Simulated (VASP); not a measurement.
# BeTe (F-43m) in VASP: a series of runs

BeTe is run at these levels: RPBE, revPBE, LDA, PBE+D4; tasks: single point, relaxation of cell and atoms.

Everything below comes from runs of VASP 6.6.1. Logs are shortened: lines on timing, memory, paths and dates and some standing lists are left out, and cuts for length are marked.

## 1. The cell of the first run

It takes space group F-43m (No. 216, cubic). The conventional cell has a = 5.540 Å, b = 5.540 Å, c = 5.540 Å, α = 90.00°, β = 90.00°, γ = 90.00°. Te (site symmetry -43m) has 4 Be at 2.40 Å within 3.2 Å. Be (site symmetry -43m) has 4 Te at 2.40 Å within 3.2 Å.

## 2. Single point, RPBE

File INCAR:

```
SYSTEM = BeTe
PREC = Accurate ; ENCUT = 520
EDIFF = 1E-7 ; ISMEAR = -1
SIGMA = 0.05 ; LREAL = .False.
LASPH = .True. ; NELM = 60
ALGO = Normal ; ISIF = 2
LWAVE = .False. ; LCHARG = .False.
GGA = RP ; NBANDS = 11
```

File KPOINTS:

```
Automatic mesh
0
Gamma
  8 8 8
  0 0 0
```

File POSCAR:

```
BeTe
1.0
    0.0000000000      2.7700000000      2.7700000000
    2.7700000000      0.0000000000      2.7700000000
    2.7700000000      2.7700000000      0.0000000000
Te Be
1 1
Direct
    0.7500000000      0.7500000000      0.7500000000
    0.0000000000      0.0000000000      0.0000000000
```

Potentials or basis: VASP PAW PBE potentials, release 64 (Te, Be).

Launch:

```bash
$ cat potpaw_PBE.64/Te/POTCAR potpaw_PBE.64/Be/POTCAR > POTCAR
$ mpirun -np 1 vasp_std > vasp.out
```

OUTCAR:

```text
SYSTEM = BeTe
   PREC = Accurate
   ENCUT = 520
   EDIFF = 1E-7
   ISMEAR = -1
   LREAL = .False.
   LASPH = .True.
   NELM = 60
   ISIF = 2
   GGA = RP

 ion  position               nearest neighbor table
   1  0.750  0.750  0.750-   2 2.40   2 2.40   2 2.40   2 2.40
   2  0.000  0.000  0.000-   1 2.40   1 2.40   1 2.40   1 2.40

  LATTYP: Found a face centered cubic cell.
 ALAT       =     5.5400000000

  Lattice vectors:

 A1 = (   0.0000000000,   2.7700000000,   2.7700000000)
 A2 = (   2.7700000000,   0.0000000000,   2.7700000000)
 A3 = (   2.7700000000,   2.7700000000,   0.0000000000)

Analysis of symmetry for initial positions (statically):
=====================================================================
 Subroutine PRICEL returns:
 Original cell was already a primitive cell.

 Routine SETGRP: Setting up the symmetry group for a
 face centered cubic supercell.

 Subroutine GETGRP returns: Found 24 space group operations
 (whereof 24 operations were pure point group operations)
 out of a pool of 48 trial point group operations.

The static configuration has the point symmetry T_d .

Analysis of symmetry for dynamics (positions and initial velocities):
=====================================================================
 Subroutine PRICEL returns:
 Original cell was already a primitive cell.

 Routine SETGRP: Setting up the symmetry group for a
 face centered cubic supercell.

 Subroutine GETGRP returns: Found 24 space group operations
 (whereof 24 operations were pure point group operations)
 out of a pool of 48 trial point group operations.

The dynamic configuration has the point symmetry T_d .

 Subroutine INISYM returns: Found 24 space group operations
 (whereof 24 operations are pure point group operations),
 and found     1 'primitive' translations

----------------------------------------------------------------------------------------

                                     Primitive cell

  volume of cell :      42.5079

  direct lattice vectors                    reciprocal lattice vectors
     0.000000000  2.770000000  2.770000000    -0.180505415  0.180505415  0.180505415
     2.770000000  0.000000000  2.770000000     0.180505415 -0.180505415  0.180505415
     2.770000000  2.770000000  0.000000000     0.180505415  0.180505415 -0.180505415

[... 87 lines left out ...]
   IBRION =     -1    ionic relax: 0-MD 1-quasi-New 2-CG
   NFREE  =      0    steps in history (QN), initial steepest desc. (CG)
   ISIF   =      2    stress and relaxation
   ISYM   =      2    0-nonsym 1-usesym 2-fastsym
   POTIM  = 0.5000    time-step for ionic-motion
   TEBEG  =    0.0;   TEEND  =   0.0 temperature during run
   PSTRESS=    0.0 pullay stress
   NELECT =       8.0000    total number of electrons
   NUPDOWN=      -1.0000    fix difference up-down
   EMIN   =  10.00;   EMAX   =-10.00  energy-range for DOS
   EFERMI =   0.00;   METHOD = LEGACY
   ISMEAR =    -1;   SIGMA  =   0.05  broadening in eV -4-tet -1-fermi 0-gaus
   EFERMI_NEDOS =   21; number of points for ismear=-14 and -15
   IALGO  =     38    algorithm
   IMIX   =      4    mixing-type and parameters
     AMIX     =   0.40;   BMIX     =  1.00
     AMIX_MAG =   1.60;   BMIX_MAG =  1.00
  volume/ion in A,a.u.               =      21.25       143.43
  Fermi-wavevector in a.u.,A,eV,Ry     =   0.938170  1.772885 11.975354  0.880164
  Thomas-Fermi vector in A             =   2.065355
   LORBIT       =      0    0 simple, 1 ext, 2 COOP (PROOUT), +10 PAW based schemes
   GGA     = RP    functional components
   LHFCALC =     F    Hartree Fock is set to
   AEXX    =    0.0000 exact exchange contribution
   IVDW    =     0    specifies the selected vdW correction
   LEPSILON=     F    determine dielectric tensor
   LRPA    =     F    only Hartree local field effects (RPA)
 non-spin polarized calculation
  energy-cutoff  :      520.00
  volume of cell :       42.51
 maximum number of plane-waves:      1162
 NGX is ok and might be reduce to    30
   NGX = 15   NGY = 15   NGZ = 15

 number of electron       8.0000000 magnetization

 Free energy of the ion-electron system (eV)
  ---------------------------------------------------
  ext. energy  EPLUGINS =         0.00000000
  ---------------------------------------------------
  free energy    TOTEN  =        -6.97038815 eV

  energy without entropy =       -6.97038815  energy(sigma->0) =       -6.97038815

 E-fermi :   6.6876     XC(G=0):  -9.1523

 val. band max:        5.7527589026   @ k =   0.0000   0.0000   0.0000
 cond. band min:       7.6855932477   @ k =   0.5000   0.5000   0.0000
 fundamental gap:      1.9328343451
 Fermi energy:         6.6875755857

 k-point     1 :       0.0000    0.0000    0.0000
  band No.  band energies     occupation
      1      -6.8624      2.00000
      2       5.7528      2.00000
      3       5.7528      2.00000
      4       5.7528      2.00000
      5       9.3391      0.00000
      6       9.3391      0.00000
      7       9.3391      0.00000
      8      10.0319      0.00000
      9      14.2722      0.00000
     10      16.0614      0.00000
     11      16.0614      0.00000
[... 309 lines left out ...]
 k-point    24 :      -0.3750    0.2500    0.1250
  band No.  band energies     occupation
      1      -5.1224      2.00000
      2       0.3459      2.00000
      3       2.6828      2.00000
      4       3.7059      2.00000
      5       9.9953      0.00000
      6      10.2313      0.00000
      7      12.6058      0.00000
      8      13.7195      0.00000
      9      14.4200      0.00000
     10      17.5138      0.00000
     11      17.9309      0.00000

 [... further k-points ...]

------------------------ aborting loop because EDIFF is reached ----------------------------------------

  FORCE on cell =-STRESS in cart. coord.  units (eV):
  Direction    XX          YY          ZZ          XY          YZ          ZX
  --------------------------------------------------------------------------------------
  -------------------------------------------------------------------------------------
  Total        1.6225995      1.6225995      1.6225995      0.0000000      0.0000000      0.0000000
  in kB       61.1579064     61.1579064     61.1579064      0.0000000      0.0000000      0.0000000
  external PRESSURE =      61.1579064 kB  Pullay stress =       0.0000000 kB

 VOLUME and BASIS-vectors are now :
 -----------------------------------------------------------------------------
  energy-cutoff  :      520.00
  volume of cell :       42.51
      direct lattice vectors                 reciprocal lattice vectors
     0.000000000  2.770000000  2.770000000    -0.180505415  0.180505415  0.180505415
     2.770000000  0.000000000  2.770000000     0.180505415 -0.180505415  0.180505415
     2.770000000  2.770000000  0.000000000     0.180505415  0.180505415 -0.180505415

 POSITION                                       TOTAL-FORCE (eV/Angst)
 -----------------------------------------------------------------------------------
      4.15500      4.15500      4.15500         0.000000      0.000000     -0.000000
      0.00000      0.00000      0.00000        -0.000000     -0.000000      0.000000
 -----------------------------------------------------------------------------------
    total drift:                               -0.000000     -0.000000     -0.000000

  FREE ENERGIE OF THE ION-ELECTRON SYSTEM (eV)
  ---------------------------------------------------
  free  energy   TOTEN  =        -6.9703881475 eV

  energy  without entropy=       -6.9703881474  energy(sigma->0) =       -6.97038815
```

OSZICAR:

```text
N       E                     dE             d eps       ncg     rms          rms(c)
DAV:   1     0.194076460280E+02    0.19408E+02   -0.32950E+03   638   0.580E+02
DAV:   2    -0.600398095935E+01   -0.25412E+02   -0.24677E+02   838   0.949E+01
DAV:   3    -0.710280608488E+01   -0.10988E+01   -0.10964E+01   834   0.203E+01
DAV:   4    -0.711556474600E+01   -0.12759E-01   -0.12757E-01   754   0.249E+00
DAV:   5    -0.711583468088E+01   -0.26993E-03   -0.26993E-03   826   0.363E-01    0.464E+00
DAV:   6    -0.699690216735E+01    0.11893E+00   -0.15738E-01   793   0.173E+00    0.279E+00
DAV:   7    -0.696778281796E+01    0.29119E-01   -0.12037E-01   765   0.157E+00    0.601E-01
DAV:   8    -0.696971011714E+01   -0.19273E-02   -0.84106E-03   706   0.541E-01    0.766E-02
DAV:   9    -0.697021441123E+01   -0.50429E-03   -0.65698E-04   790   0.145E-01    0.345E-02
DAV:  10    -0.697037081469E+01   -0.15640E-03   -0.22461E-04   682   0.799E-02    0.190E-02
DAV:  11    -0.697038039906E+01   -0.95844E-05   -0.94702E-06   809   0.183E-02    0.152E-02
DAV:  12    -0.697038757111E+01   -0.71721E-05   -0.21788E-05   668   0.272E-02    0.144E-02
DAV:  13    -0.697038786423E+01   -0.29313E-06   -0.26078E-07   761   0.346E-03    0.273E-03
DAV:  14    -0.697038810063E+01   -0.23639E-06   -0.66033E-08   736   0.153E-03    0.694E-04
DAV:  15    -0.697038814753E+01   -0.46902E-07   -0.52974E-09   405   0.519E-04
   1 F= -.69703881E+01 E0= -.69703881E+01  d E =-.120979E-09
```

stdout:

```text
POSCAR found type information on POSCAR TeBe
 POSCAR found :  2 types and       2 ions
 scaLAPACK will be used
 -----------------------------------------------------------------------------
|                                                                             |
|                                                                             |
|     You enforced a specific xc type in the INCAR file but a different       |
|     I HOPE YOU KNOW WHAT YOU ARE DOING!                                     |
|                                                                             |
 -----------------------------------------------------------------------------

 LDA part: xc-table for (Slater+PW92), standard interpolation
 POSCAR, INCAR and KPOINTS ok, starting setup
 FFT: planning ... GRIDC
 FFT: planning ... GRID_SOFT
 FFT: planning ... GRID
 WAVECAR not read
 entering main loop
```

Wall time 7.8 s (1 thread of Intel Xeon 6975P-C (Granite Rapids), shared host); peak memory 0.17 GiB.

Results:

* Free energy: -6.9704 eV
* Pressure: 6.1 GPa
* Band gap on the k mesh: 1.93 eV, indirect (least direct gap 3.59 eV)

Caveat: the PAW data sets were made with another functional, which shifts forces and pressure a little; spin-orbit coupling is left out, which moves the levels of the heavy elements. A k mesh can miss the band edges.

## 3. Single point, revPBE

File INCAR:

```
ALGO = Normal
EDIFF = 1E-6
ENCUT = 520
GGA = RE
ISIF = 2
ISMEAR = -1
LASPH = True
LCHARG = True
LELF = True
LREAL = False
LVHAR = True
LWAVE = False
NBANDS = 11
NELM = 100
PREC = Accurate
SIGMA = 0.05
```

File KPOINTS:

```
k-points
0
Gamma
  8 8 8
```

POSCAR is that of step 2.

Potentials or basis: VASP PAW PBE potentials, release 64 (Te, Be).

Launch:

```bash
$ cat potpaw_PBE.64/Te/POTCAR potpaw_PBE.64/Be/POTCAR > POTCAR
$ mpirun -np 1 vasp_std > vasp.out
```

Run time: 7.4 s. Hardware: 1 thread of Intel Xeon 6975P-C (Granite Rapids), shared host; peak memory 0.17 GiB.

The run converged. Its results:

```
Free energy            : -7.0574 eV
Pressure               : 5.7 GPa
Band gap on the k mesh : 1.91 eV, indirect (least direct gap 3.59 eV)
```

Levels at points of the mesh, in eV from the valence-band top:
| k point | band 1 | band 2 | band 3 | band 4 | band 5 | band 6 | band 7 | band 8 |
| --- | --- | --- | --- | --- | --- | --- | --- | --- |
| (0.00, 0.00, 0.00) | -12.62 | 0.00 | 0.00 | 0.00 | 3.59 | 3.59 | 3.59 | 4.26 |
| (0.50, 0.00, 0.00) | -11.15 | -5.86 | -1.22 | -1.22 | 3.24 | 4.58 | 4.58 | 7.89 |
| (0.50, 0.50, 0.00) | -10.60 | -5.39 | -2.83 | -2.83 | 1.91 | 2.62 | 10.07 | 10.07 |

Caveat: the PAW data sets were made with another functional, which shifts forces and pressure a little; spin-orbit coupling is left out, which moves the levels of the heavy elements. A k mesh can miss the band edges.

## 4. Single point, LDA

This run uses another cell than the first one, of 21.43 Å³/atom, 1.008 times its volume.

File INCAR:

```
PREC = Accurate
ENCUT = 520
EDIFF = 1E-6
ISMEAR = -1
SIGMA = 0.05
LREAL = F
LASPH = T
NELM = 100
ALGO = Normal
ISIF = 2
LWAVE = F
LCHARG = T
GGA = CA
LELF = T
LVHAR = T
NBANDS = 11
```

File KPOINTS:

```
Automatic mesh
0
Gamma
  8 8 8
```

File POSCAR:

```
BeTe
1.0
    0.0000000000      2.7774796892      2.7774796892
    2.7774796892      0.0000000000      2.7774796892
    2.7774796892      2.7774796892      0.0000000000
Te Be
1 1
Direct
    0.7500000000      0.7500000000      0.7500000000
    0.0000000000      0.0000000000      0.0000000000
```

Potentials or basis: VASP PAW LDA potentials, release 64 (Te, Be).

Launch:

```bash
$ cat potpaw_LDA.64/Te/POTCAR potpaw_LDA.64/Be/POTCAR > POTCAR
$ mpirun -np 1 vasp_std > vasp.out
```

It took 5.5 s on 1 thread of Intel Xeon 6975P-C (Granite Rapids), shared host; peak memory 0.15 GiB.

It converged, with:

* Free energy: -8.7265 eV
* Pressure: 0.3 GPa
* Band gap on the k mesh: 1.77 eV, indirect (least direct gap 3.55 eV)

Levels at points of the mesh, in eV from the valence-band top:
| k point | band 2 | band 3 | band 4 | band 5 | band 6 | band 7 |
| --- | --- | --- | --- | --- | --- | --- |
| (0.00, 0.00, 0.00) | 0.00 | 0.00 | 0.00 | 3.55 | 3.55 | 3.55 |
| (0.50, 0.00, 0.00) | -5.80 | -1.20 | -1.20 | 3.17 | 4.54 | 4.54 |
| (0.50, 0.50, 0.00) | -5.30 | -2.80 | -2.80 | 1.77 | 2.59 | 9.86 |

Caveat: spin-orbit coupling is left out, which moves the levels of the heavy elements.

(Part 1 of 2 ends here.)
